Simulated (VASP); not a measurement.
C: vibrations by perturbation theory with PBEsol

The system is C.

```xyz
4
Lattice="2.4465 0.0000 0.0000 -1.2233 2.1187 0.0000 0.0000 0.0000 7.2109" Properties=species:S:1:pos:R:3 pbc="T T T"
C     0.0000    0.0000    0.0180
C     0.0000    0.0000    3.6235
C     0.0000    1.4125    0.0180
C     1.2233    0.7062    3.6235
```

| Quantity | Value |
| --- | --- |
| Program | VASP 6.6.1 |
| Task | vibrations by perturbation theory |
| Functional | PBEsol |
| Potentials or basis | VASP PAW PBE potentials, release 64 (C) |
| Cutoff | 520 eV |
| k mesh | 10 × 10 × 4 |
| Occupations | gaussian, width 0.01 eV |
| Spin | no spin polarisation |
| Dipole correction | no |
| Further INCAR settings | ALGO = Normal; EDIFF = 1e-08; IBRION = 8; NSW = 1 |

```
Highest phonon frequency at Γ : 1619 cm⁻¹
```

Phonon frequencies in cm⁻¹ (negative: imaginary):
```
              q point                                 frequencies
(0.000, 0.000, 0.000)  0 0 0 20 20 63 870 871 1617 1617 1619 1619
```

It took 3.3 min on 1 thread of Intel(R) Xeon(R) Platinum 8488C (Sapphire Rapids) (shared host), peak memory 0.27 GiB.

Caveat: the cell stands under pressure or tension, which shifts response properties.
